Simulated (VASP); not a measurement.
A run of VASP 6.6.1:

Contents of POSCAR:

```
LiHF2
1.0
    1.4471574615      0.8355161508      4.3076724547
   -1.4471574615      0.8355161508      4.3076724547
    0.0000000000     -1.6710332882      4.3076724547
Li H F
1 1 2
Direct
    0.0000000000      0.0000000000      0.0000000000
    0.5000000000      0.5000000000      0.5000000000
    0.4133020000      0.4133020000      0.4133020000
    0.5866980000      0.5866980000      0.5866980000
```

The input INCAR.step1:

```
ALGO = Normal
EDIFF = 1E-4
ENCUT = 520
GGA = PE
ISMEAR = 1
LASPH = T
LCHARG = F
LREAL = F
LWAVE = T
NBANDS = 17
NELM = 60
PREC = Accurate
SIGMA = 0.1
```

File INCAR.step2:

```
ALGO = Normal
EDIFF = 1E-6
ENCUT = 520
ISIF = 2
ISMEAR = 1
ISTART = 1
LASPH = T
LCHARG = F
LMIXTAU = T
LREAL = F
LWAVE = F
METAGGA = R2SCAN
NBANDS = 17
NELM = 60
PREC = Accurate
SIGMA = 0.1
```

KPOINTS

```
k-points
0
Gamma
  7 7 7
```

Potentials or basis: VASP PAW PBE potentials, release 64 (Li_sv, H, F).

Run with:

```console
$ cat potpaw_PBE.64/Li_sv/POTCAR potpaw_PBE.64/H/POTCAR potpaw_PBE.64/F/POTCAR > POTCAR
$ cp INCAR.step1 INCAR
$ mpirun -np 1 vasp_std > vasp.out
$ cp INCAR.step2 INCAR
$ mpirun -np 1 vasp_std > vasp.out
```

Hardware: 1 thread of Intel(R) Xeon(R) 6975P-C (Granite Rapids) (shared host).

Question: Estimate the wall time of this run.

Answer: Wall time 68 s on 1 thread of Intel(R) Xeon(R) 6975P-C (Granite Rapids) (shared host), peak memory 0.21 GiB. Counts: k points 44.
